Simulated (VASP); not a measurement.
# TiO2 (P4_2/mnm) in VASP: further runs

TiO2 is run at these levels: PBE+U; tasks: single point.

Everything below comes from runs of VASP 6.6.1. Logs are shortened: lines on timing, memory, paths and dates and some standing lists are left out, and cuts for length are marked.

### 1 The cell of the first run

Symmetry: P4_2/mnm, No. 136, tetragonal system. The conventional cell has a = 4.585 Å, b = 4.585 Å, c = 2.987 Å, α = 90.00°, β = 90.00°, γ = 90.00°. Within 2.6 Å of Ti (site symmetry mmm) lie 6 O at 1.96 to 1.98 Å. O (site symmetry m2m) has 3 Ti at 1.96 to 1.98 Å and 1 O at 2.53 Å within 2.6 Å.

### 2 Single point, PBE+U (10.47 Å³/atom)

Contents of INCAR:

```
PREC = Accurate
ENCUT = 520
EDIFF = 1E-7
ISMEAR = 0
SIGMA = 0.02
LREAL = False
LASPH = True
NELM = 150
ALGO = Normal
ISIF = 2
LWAVE = False
LCHARG = True
LMAXMIX = 4
LDAU = True
LDAUTYPE = 2
LDAUL = 2 -1
LDAUU = 4 0
LDAUJ = 0 0
LDAUPRINT = 1
GGA = PE
LELF = True
LVHAR = True
NBANDS = 33
```

Contents of KPOINTS:

```
regular mesh
0
Gamma
  6 6 10
```

Contents of POSCAR:

```
TiO2
1.0
    4.5846701174      0.0000000000      0.0000000000
    0.0000000000      4.5846701174      0.0000000000
    0.0000000000      0.0000000000      2.9872711761
Ti O
2 4
Direct
    0.0000000000      0.0000000000      0.0000000000
    0.5000000000      0.5000000000      0.5000000000
    0.3046382586      0.3046382586      0.0000000000
    0.1953617414      0.8046382586      0.5000000000
    0.6953617414      0.6953617414      0.0000000000
    0.8046382586      0.1953617414      0.5000000000
```

Potentials or basis: VASP PAW PBE potentials, release 64 (Ti_sv, O).

The run is started by

```bash
$ cat potpaw_PBE.64/Ti_sv/POTCAR potpaw_PBE.64/O/POTCAR > POTCAR
$ mpirun -np 1 vasp_std > vasp.out
```

OUTCAR:

```text
PREC = Accurate
   ENCUT = 520
   EDIFF = 1E-7
   ISMEAR = 0
   LREAL = False
   LASPH = True
   NELM = 150
   ISIF = 2
   GGA = PE

 ion  position               nearest neighbor table
   1  0.000  0.000  0.000-   4 1.96   6 1.96   4 1.96   6 1.96   5 1.98   3 1.98
   2  0.500  0.500  0.500-   3 1.96   5 1.96   3 1.96   5 1.96   4 1.98   6 1.98
   3  0.305  0.305  0.000-   2 1.96   2 1.96   1 1.98
   4  0.195  0.805  0.500-   1 1.96   1 1.96   2 1.98
   5  0.695  0.695  0.000-   2 1.96   2 1.96   1 1.98
   6  0.805  0.195  0.500-   1 1.96   1 1.96   2 1.98

  LATTYP: Found a simple tetragonal cell.
 ALAT       =     4.5846701174
 C/A-ratio  =     0.6515782160

  Lattice vectors:

 A1 = (   4.5846701174,   0.0000000000,   0.0000000000)
 A2 = (   0.0000000000,   4.5846701174,   0.0000000000)
 A3 = (   0.0000000000,   0.0000000000,   2.9872711761)

Analysis of symmetry for initial positions (statically):
=====================================================================
 Subroutine PRICEL returns:
 Original cell was already a primitive cell.

 Routine SETGRP: Setting up the symmetry group for a
 simple tetragonal supercell.

 Subroutine GETGRP returns: Found 16 space group operations
 (whereof  8 operations were pure point group operations)
 out of a pool of 16 trial point group operations.

The static configuration has the point symmetry D_2h.
 The point group associated with its full space group is D_4h.

Analysis of symmetry for dynamics (positions and initial velocities):
=====================================================================
 Subroutine PRICEL returns:
 Original cell was already a primitive cell.

 Routine SETGRP: Setting up the symmetry group for a
 simple tetragonal supercell.

 Subroutine GETGRP returns: Found 16 space group operations
 (whereof  8 operations were pure point group operations)
 out of a pool of 16 trial point group operations.

The dynamic configuration has the point symmetry D_2h.
 The point group associated with its full space group is D_4h.

 Subroutine INISYM returns: Found 16 space group operations
 (whereof  8 operations are pure point group operations),
 and found     1 'primitive' translations

----------------------------------------------------------------------------------------

                                     Primitive cell

  volume of cell :      62.7901

  direct lattice vectors                    reciprocal lattice vectors
     4.584670117  0.000000000  0.000000000     0.218118201  0.000000000  0.000000000
     0.000000000  4.584670117  0.000000000     0.000000000  0.218118201  0.000000000
     0.000000000  0.000000000  2.987271176     0.000000000  0.000000000  0.334753674

  length of vectors
     4.584670117  4.584670117  2.987271176     0.218118201  0.218118201  0.334753674

  position of ions in fractional coordinates (direct lattice)
     0.000000000  0.000000000  0.000000000
     0.500000000  0.500000000  0.500000000
     0.304638259  0.304638259  0.000000000
     0.195361741  0.804638259  0.500000000
     0.695361741  0.695361741  0.000000000
     0.804638259  0.195361741  0.500000000

  ion indices of the primitive-cell ions
   primitive index   ion index
                 1           1
                 2           2
[... 101 lines left out ...]
 LDA+U is selected, type is set to LDAUTYPE =  2
   angular momentum for each species LDAUL =     2   -1
   U (eV)           for each species LDAUU =   4.0  0.0
   J (eV)           for each species LDAUJ =   0.0  0.0
   GGA     = PE    functional components
   LHFCALC =     F    Hartree Fock is set to
   AEXX    =    0.0000 exact exchange contribution
   IVDW    =     0    specifies the selected vdW correction
   LEPSILON=     F    determine dielectric tensor
   LRPA    =     F    only Hartree local field effects (RPA)
 non-spin polarized calculation
 Gauss-broadening in eV      SIGMA  =   0.02
  energy-cutoff  :      520.00
  volume of cell :       62.79
 maximum number of plane-waves:      1720
 NGX is ok and might be reduce to    36
   NGX = 17   NGY = 17   NGZ = 11

atom =   1  type =  1  l = 2

 onsite density matrix

spin component  1

  0.1961  0.0000 -0.0785  0.0000  0.0000
  0.0000  0.1836  0.0000 -0.0859  0.0000
 -0.0785  0.0000  0.1306  0.0000  0.0000
  0.0000 -0.0859  0.0000  0.1836  0.0000
  0.0000  0.0000  0.0000  0.0000  0.1006

spin component  2

  0.1961  0.0000 -0.0785  0.0000  0.0000
  0.0000  0.1836  0.0000 -0.0859  0.0000
 -0.0785  0.0000  0.1306  0.0000  0.0000
  0.0000 -0.0859  0.0000  0.1836  0.0000
  0.0000  0.0000  0.0000  0.0000  0.1006

 occupancies and eigenvectors

  o =  0.0783  v = -0.5544 -0.0000 -0.8323  0.0000  0.0000  0.0000  0.0000  0.0000  0.0000  0.0000      0.0000  0.0000  0.0000  0.0000  0.0000  0.0000  0.0000  0.0000  0.0000  0.0000
  o =  0.0783  v =  0.0000  0.0000  0.0000  0.0000  0.0000 -0.5544 -0.0000 -0.8323  0.0000  0.0000      0.0000  0.0000  0.0000  0.0000  0.0000  0.0000  0.0000  0.0000  0.0000  0.0000
  o =  0.0978  v =  0.0000 -0.7071  0.0000 -0.7071  0.0000  0.0000  0.0000  0.0000  0.0000  0.0000      0.0000  0.0000  0.0000  0.0000  0.0000  0.0000  0.0000  0.0000  0.0000  0.0000
  o =  0.0978  v =  0.0000  0.0000  0.0000  0.0000  0.0000  0.0000 -0.7071  0.0000 -0.7071  0.0000      0.0000  0.0000  0.0000  0.0000  0.0000  0.0000  0.0000  0.0000  0.0000  0.0000
  o =  0.1006  v = -0.0000  0.0000 -0.0000  0.0000 -1.0000  0.0000  0.0000  0.0000  0.0000  0.0000      0.0000  0.0000  0.0000  0.0000  0.0000  0.0000  0.0000  0.0000  0.0000  0.0000
  o =  0.1006  v =  0.0000  0.0000  0.0000  0.0000  0.0000 -0.0000  0.0000 -0.0000  0.0000 -1.0000      0.0000  0.0000  0.0000  0.0000  0.0000  0.0000  0.0000  0.0000  0.0000  0.0000
  o =  0.2484  v = -0.8323 -0.0000  0.5544  0.0000  0.0000  0.0000  0.0000  0.0000  0.0000  0.0000      0.0000  0.0000  0.0000  0.0000  0.0000  0.0000  0.0000  0.0000  0.0000  0.0000
  o =  0.2484  v =  0.0000  0.0000  0.0000  0.0000  0.0000 -0.8323 -0.0000  0.5544  0.0000  0.0000      0.0000  0.0000  0.0000  0.0000  0.0000  0.0000  0.0000  0.0000  0.0000  0.0000
  o =  0.2695  v =  0.0000  0.0000  0.0000  0.0000  0.0000  0.0000  0.7071  0.0000 -0.7071 -0.0000      0.0000  0.0000  0.0000  0.0000  0.0000  0.0000  0.0000  0.0000  0.0000  0.0000
  o =  0.2695  v =  0.0000  0.7071  0.0000 -0.7071 -0.0000  0.0000  0.0000  0.0000  0.0000  0.0000      0.0000  0.0000  0.0000  0.0000  0.0000  0.0000  0.0000  0.0000  0.0000  0.0000

atom =   2  type =  1  l = 2

 onsite density matrix

spin component  1

  0.1961  0.0000  0.0785  0.0000 -0.0000
  0.0000  0.1836  0.0000  0.0859  0.0000
  0.0785  0.0000  0.1306  0.0000  0.0000
  0.0000  0.0859  0.0000  0.1836  0.0000
 -0.0000  0.0000  0.0000  0.0000  0.1006

spin component  2

  0.1961  0.0000  0.0785  0.0000 -0.0000
  0.0000  0.1836  0.0000  0.0859  0.0000
  0.0785  0.0000  0.1306  0.0000  0.0000
  0.0000  0.0859  0.0000  0.1836  0.0000
 -0.0000  0.0000  0.0000  0.0000  0.1006

 occupancies and eigenvectors

  o =  0.0783  v =  0.5544  0.0000 -0.8323  0.0000  0.0000  0.0000  0.0000  0.0000  0.0000  0.0000      0.0000  0.0000  0.0000  0.0000  0.0000  0.0000  0.0000  0.0000  0.0000  0.0000
  o =  0.0783  v =  0.0000  0.0000  0.0000  0.0000  0.0000  0.5544  0.0000 -0.8323  0.0000  0.0000      0.0000  0.0000  0.0000  0.0000  0.0000  0.0000  0.0000  0.0000  0.0000  0.0000
  o =  0.0978  v =  0.0000 -0.7071 -0.0000  0.7071 -0.0000  0.0000  0.0000  0.0000  0.0000  0.0000      0.0000  0.0000  0.0000  0.0000  0.0000  0.0000  0.0000  0.0000  0.0000  0.0000
  o =  0.0978  v =  0.0000  0.0000  0.0000  0.0000  0.0000  0.0000 -0.7071 -0.0000  0.7071 -0.0000      0.0000  0.0000  0.0000  0.0000  0.0000  0.0000  0.0000  0.0000  0.0000  0.0000
  o =  0.1006  v =  0.0000  0.0000  0.0000  0.0000  0.0000 -0.0000 -0.0000  0.0000  0.0000  1.0000      0.0000  0.0000  0.0000  0.0000  0.0000  0.0000  0.0000  0.0000  0.0000  0.0000
  o =  0.1006  v = -0.0000 -0.0000  0.0000  0.0000  1.0000  0.0000  0.0000  0.0000  0.0000  0.0000      0.0000  0.0000  0.0000  0.0000  0.0000  0.0000  0.0000  0.0000  0.0000  0.0000
  o =  0.2484  v =  0.8323  0.0000  0.5544  0.0000  0.0000  0.0000  0.0000  0.0000  0.0000  0.0000      0.0000  0.0000  0.0000  0.0000  0.0000  0.0000  0.0000  0.0000  0.0000  0.0000
  o =  0.2484  v =  0.0000  0.0000  0.0000  0.0000  0.0000  0.8323  0.0000  0.5544  0.0000  0.0000      0.0000  0.0000  0.0000  0.0000  0.0000  0.0000  0.0000  0.0000  0.0000  0.0000
  o =  0.2695  v = -0.0000  0.7071 -0.0000  0.7071 -0.0000  0.0000  0.0000  0.0000  0.0000  0.0000      0.0000  0.0000  0.0000  0.0000  0.0000  0.0000  0.0000  0.0000  0.0000  0.0000
  o =  0.2695  v =  0.0000  0.0000  0.0000  0.0000  0.0000 -0.0000  0.7071 -0.0000  0.7071 -0.0000      0.0000  0.0000  0.0000  0.0000  0.0000  0.0000  0.0000  0.0000  0.0000  0.0000

 number of electron      48.0000025 magnetization

 Free energy of the ion-electron system (eV)
  ---------------------------------------------------
  ext. energy  EPLUGINS =         0.00000000
  ---------------------------------------------------
  free energy    TOTEN  =       -48.35853745 eV

  energy without entropy =      -48.35853745  energy(sigma->0) =      -48.35853745

 E-fermi :   5.3565     XC(G=0): -11.3989

 val. band max:        5.1339209274   @ k =   0.0000   0.0000   0.0000
 cond. band min:       7.4898289065   @ k =   0.0000   0.0000   0.0000
 fundamental gap:      2.3559079791
 Fermi energy:         5.3564617874

 k-point     1 :       0.0000    0.0000    0.0000
  band No.  band energies     occupation
      1     -52.8914      2.00000
      2     -52.8755      2.00000
      3     -29.1381      2.00000
      4     -29.1381      2.00000
      5     -28.9912      2.00000
      6     -28.9912      2.00000
[... 853 lines left out ...]
     32      10.3195      0.00000
     33      11.5058      0.00000

 [... further k-points ...]
[... 5 lines left out ...]
  --------------------------------------------------------------------------------------
  -------------------------------------------------------------------------------------
  Total        4.2639831      4.2639831      4.5774773     -0.0000000      0.0000000      0.0000000
  in kB      108.8015855    108.8015855    116.8008351     -0.0000000      0.0000000      0.0000000
  external PRESSURE =     111.4680020 kB  Pullay stress =       0.0000000 kB

 VOLUME and BASIS-vectors are now :
 -----------------------------------------------------------------------------
  energy-cutoff  :      520.00
  volume of cell :       62.79
      direct lattice vectors                 reciprocal lattice vectors
     4.584670117  0.000000000  0.000000000     0.218118201  0.000000000  0.000000000
     0.000000000  4.584670117  0.000000000     0.000000000  0.218118201  0.000000000
     0.000000000  0.000000000  2.987271176     0.000000000  0.000000000  0.334753674

 POSITION                                       TOTAL-FORCE (eV/Angst)
 -----------------------------------------------------------------------------------
      0.00000      0.00000      0.00000         0.000000      0.000000      0.000000
      2.29234      2.29234      1.49364         0.000000      0.000000      0.000000
      1.39667      1.39667      0.00000        -0.090685     -0.090685     -0.000000
      0.89567      3.68900      1.49364         0.090685     -0.090685      0.000000
      3.18800      3.18800      0.00000         0.090685      0.090685      0.000000
      3.68900      0.89567      1.49364        -0.090685      0.090685      0.000000
 -----------------------------------------------------------------------------------
    total drift:                               -0.000000      0.000000     -0.000000

  FREE ENERGIE OF THE ION-ELECTRON SYSTEM (eV)
  ---------------------------------------------------
  free  energy   TOTEN  =       -48.3585374487 eV

  energy  without entropy=      -48.3585374487  energy(sigma->0) =      -48.35853745
```

It took 65 s on 1 thread of AMD EPYC 9R45 (Zen 5), shared host; peak memory 0.2 GiB.

What came out:

```
Free energy            : -48.3585 eV
Pressure               : 11.1 GPa
Largest force          : 0.128 eV/Å
Band gap on the k mesh : 2.36 eV
```

Forces on the atoms (eV/Å):
```
Ti   0.000  0.000  0.000
Ti   0.000  0.000  0.000
O   -0.091 -0.091  0.000
O    0.091 -0.091  0.000
O    0.091  0.091  0.000
O   -0.091  0.091  0.000
```

Levels at points of the mesh, in eV from the valence-band top:
```tsv
k point	band 20	band 21	band 22	band 23	band 24	band 25	band 26	band 27	band 28	band 29
(0.00, 0.00, 0.00)	-2.21	-0.86	-0.52	-0.52	0.00	2.36	2.58	2.88	2.94	2.94
(0.50, 0.00, 0.00)	-3.13	-1.77	-1.77	-0.78	-0.78	2.97	2.97	3.49	3.49	3.95
(0.50, 0.50, 0.00)	-2.06	-1.50	-1.50	-1.17	-1.17	2.36	2.36	2.97	2.97	4.19
(0.00, 0.00, 0.50)	-2.79	-2.38	-2.38	-1.48	-1.48	3.42	3.42	3.61	3.61	4.05
(0.50, 0.00, 0.50)	-2.55	-2.01	-2.01	-1.10	-1.10	2.39	2.39	3.67	3.67	4.27
(0.50, 0.50, 0.50)	-2.76	-1.27	-1.27	-0.73	-0.73	3.04	3.04	3.62	3.62	3.69
```

Eigenvalues of the final occupation matrices:
```csv
site,spin,trace,eigenvalues
site 1 d,1,0.79,0.08 0.10 0.10 0.25 0.27
site 1 d,2,0.79,0.08 0.10 0.10 0.25 0.27
site 2 d,1,0.79,0.08 0.10 0.10 0.25 0.27
site 2 d,2,0.79,0.08 0.10 0.10 0.25 0.27
```

Caveat: the cell stands under pressure.

[end of part 1 of 2]
